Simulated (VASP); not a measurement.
A run of VASP 6.6.1 is set up as follows.

POSCAR

```
SnC3
1.0
    5.9577764861      0.0000000000      0.0000000000
    0.0000000000      5.9577764861      0.0000000000
    0.0000000000      0.0000000000      9.2870333508
C Sn
24 8
Direct
    0.2657785172     -0.0465725763      0.4142654446
    0.2803188411      0.2410493249      0.0048597866
    0.0478141469      0.2442639470      0.0927403798
    0.2420381166     -0.0180278666      0.9172782823
    0.2295807846      0.2574000558      0.5045547726
   -0.0083153506      0.2429852821      0.5954129582
    0.2522640793      0.4951176008      0.4130482636
    0.2900459599      0.7506740158     -0.0245466977
   -0.1347410400      0.7676335308      0.1307213998
    0.2477526647      0.5417992782      0.9047567380
    0.2586444798      0.7276034961      0.4936369696
    0.0025939207      0.7363030503      0.5929927020
    0.7612230856      0.0375504184      0.4146081805
    0.7422329472      0.2330839371     -0.0167530356
    0.5122176045      0.2471316276      0.0827568903
    0.7174948590     -0.0049357340      0.9244408495
    0.7563875568      0.2475159992      0.5007184560
    0.4509026155      0.2727472244      0.5957790600
    0.7470238285      0.4950853740      0.4199696343
    0.7041408837      0.7828804942      0.0238007113
    0.4694570208      0.7309483681      0.0801710268
    0.7595858976      0.4239608528      0.8910689439
    0.7613306761      0.7409858376      0.5012693316
    0.5261459552      0.7643329706      0.5859522406
    0.0186848231      0.0109702001      0.2562252024
   -0.0192440922     -0.0145346171      0.7488409632
   -0.0112291893      0.5058922581      0.2513467877
    0.0165518126      0.5003380048      0.7459936600
    0.5172770424     -0.0037639881      0.2434823818
    0.4796945650      0.0079217473      0.7489607001
    0.4959897383      0.4948322595      0.2493297819
    0.5142225471      0.5072966411      0.7514190739
```

The input INCAR.step1:

```
ALGO = Normal
EDIFF = 1E-4
ENCUT = 520
GGA = PE
ISMEAR = -1
LASPH = True
LCHARG = False
LREAL = Auto
LWAVE = True
NBANDS = 126
NELM = 100
PREC = Accurate
SIGMA = 0.052
```

Contents of INCAR.step2:

```
ALGO = Normal
EDIFF = 1E-6
ENCUT = 520
ISIF = 2
ISMEAR = -1
ISTART = 1
LASPH = True
LCHARG = False
LMIXTAU = True
LREAL = Auto
LWAVE = False
METAGGA = R2SCAN
NBANDS = 126
NELM = 100
PREC = Accurate
SIGMA = 0.052
```

Contents of KPOINTS:

```
k-points
0
Gamma
  2 2 2
```

Potentials or basis: VASP PAW PBE potentials, release 64 (C, Sn_d).

Run with:

```bash
$ cat potpaw_PBE.64/C/POTCAR potpaw_PBE.64/Sn_d/POTCAR > POTCAR
$ cp INCAR.step1 INCAR
$ mpirun -np 1 vasp_std > vasp.out
$ cp INCAR.step2 INCAR
$ mpirun -np 1 vasp_std > vasp.out
```

Task: Estimate the band gap on the k mesh.

Result: 0.32 eV (least direct gap 0.37 eV).

Task: Estimate the pressure.

Result: 9.7 GPa.

Task: Predict the largest force.

Result: 2.629 eV/Å.

Stress tensor (GPa, compression positive):
```
11.93  0.06  0.39
 0.06 10.75  0.77
 0.39  0.77  6.43
```

Caveat: the k points lie up to 0.53 Å⁻¹ apart; the atoms stand as in a frame of molecular dynamics; the PAW data sets were made with another functional, which shifts forces and pressure a little; spin-orbit coupling is left out, which moves the levels of the heavy elements. A k mesh can miss the band edges.
